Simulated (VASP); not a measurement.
**Ge: single point with PBE**

Crystal: Ge.

```
Ge
1.0
     1.42363   -2.50676    0.00000
     1.42363    2.50676    0.00000
     0.00000    0.00000    2.71739
Ge
1
Direct
  0.50000 0.50000 0.00000
```

| Item | Value |
| --- | --- |
| Program | VASP 6.6.1 |
| Task | single point |
| Functional | PBE |
| Potentials or basis | VASP PAW PBE potentials, release 64 (Ge_d) |
| Cutoff | 520 eV |
| k mesh | 11 × 11 × 10 |
| Occupations | fermi-dirac, width 0.05 eV |
| Spin | no spin polarisation |

* Pressure: 0.0 GPa
* Band gap on the k mesh: zero (bands 7 and 8 overlap by 8.79 eV)

Levels at points of the mesh, in eV from the Fermi level:
```tsv
k point	band 5	band 6	band 7	band 8	band 9	band 10
(0.00, 0.00, 0.00)	-24.54	-12.97	6.30	8.10	8.41	9.93
(0.00, 0.00, 0.50)	-24.57	-9.33	-5.75	10.82	11.14	16.66
```

Run time: 52 s on 1 thread of Intel Xeon 8259CL, with other jobs on the host, peak memory 0.17 GiB.
